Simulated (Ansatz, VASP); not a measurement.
# Two plane-wave programs on ScAg2

```
Sc Ag
1.0
    -1.73914    1.73914    4.38755
     1.73914   -1.73914    4.38755
     1.73914    1.73914   -4.38755
Sc Ag
1 2
Direct
  0.00000 0.00000 0.00000
  0.66664 0.66664 0.00000
  0.33336 0.33336 0.00000
```

Alike in both runs: task single point; functional LDA; k mesh 11 × 11 × 11; no spin polarisation.

|  | VASP | Ansatz |
| --- | --- | --- |
| version | VASP 6.6.1 | Ansatz 0.2.0 |
| potentials or method | VASP PAW LDA potentials, release 64 (Sc_sv, Ag), cutoff 520 eV | plane waves, PAW |
| occupations | methfessel-paxton of order 1, width 0.15 eV | cold, width 0.15 eV |
| valence electrons in the cell | 33 | 49 |

Ansatz gave:

- pressure (GPa): -2.4
- traceless stress, the component that is largest in VASP (GPa): -0.64

Task: Which values does VASP return?

Result: Pressure (GPa): -2.1; traceless stress, the component that is largest in VASP (GPa): -0.61.

LDA's correlation is that of Perdew and Zunger in VASP and of Perdew and Wang (1992) in Ansatz. VASP's potentials hold 33 valence electrons a cell and Ansatz's 49, so a difference there can come from the potentials and not from the codes.
